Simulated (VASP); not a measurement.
Wanted: the native input for a VASP 6.6.1 run.

```yaml
Task: relaxation of cell and atoms
Functional: PBE
Potentials_or_basis: VASP PAW PBE potentials, release 64 (Zr_sv, Bi_d, N)
Cutoff: 600 eV
k_mesh: 6 × 6 × 10
Occupations: gaussian, width 0.1 eV
Spin: no spin polarisation
Dipole_correction: no
Further_INCAR_settings: ALGO = Normal; EDIFF = 1e-06; IBRION = 2; EDIFFG = -0.01; NSW = 100; ISIF = 3
```

The structure of Zr2BiN2 lies in POSCAR:

```
Zr2BiN2
1.0
    6.0277861410      0.0000000000      0.0000000000
    0.0000000000      6.0277861410      0.0000000000
    0.0000000000      0.0000000000      3.9950083590
Zr Bi N
2 1 2
Direct
    0.5000000000      0.0000000000      0.0000000000
    0.0000000000      0.5000000000      0.0000000000
    0.5000000000      0.5000000000      0.0000000000
    0.5000000000      0.0000000000      0.5000000000
    0.0000000000      0.5000000000      0.5000000000
```

The cell was generated, and may not be a known phase.

The input as run:

INCAR

```
SYSTEM = Zr2BiN2
ALGO     = Normal         ! electronic algorithm
EDIFF    = 1E-6           ! SCF threshold, eV
EDIFFG   = -0.01          ! ionic threshold
ENCUT    = 600            ! plane-wave cutoff, eV
GGA      = PE             ! functional
IBRION   = 2              ! ionic algorithm
ISIF     = 3              ! what is computed and relaxed
ISMEAR   = 0              ! smearing method
LASPH    = .TRUE.         ! aspherical terms in the spheres
LCHARG   = .FALSE.        ! write CHGCAR
LREAL    = .FALSE.        ! projectors in reciprocal space
LWAVE    = .FALSE.        ! write WAVECAR
NELM     = 100            ! most SCF steps
NSW      = 100            ! ionic steps
PREC     = Accurate       ! precision mode
SIGMA    = 0.1            ! smearing width, eV
```

KPOINTS

```
k-points
0
G
  6 6 10
  0 0 0
```

Potentials or basis: VASP PAW PBE potentials, release 64 (Zr_sv, Bi_d, N).

Command:

```console
$ cat potpaw_PBE.64/Zr_sv/POTCAR potpaw_PBE.64/Bi_d/POTCAR potpaw_PBE.64/N/POTCAR > POTCAR
$ mpirun -np 1 vasp_std > vasp.out
```

It gave:

- Relaxed volume: 29.66 Å³/atom
- Relaxed cell: a = 6.093 Å, b = 6.093 Å, c = 3.994 Å, α = 90.00°, β = 90.00°, γ = 90.00°
- Space group after relaxing (to 0.1 Å): P4/mmm (No. 123)
- Energy gained by relaxing: 1.3 meV/atom
- Ionic steps: 5
- Pressure after relaxing: 0.0 GPa
- Band gap on the k mesh: zero (an odd number of electrons rules out a gap without spin polarisation)

Caveat: spin-orbit coupling is left out, which moves the levels of the heavy elements.

It took 33 min on 1 thread of Intel Xeon 8259CL (shared host), peak memory 0.49 GiB.
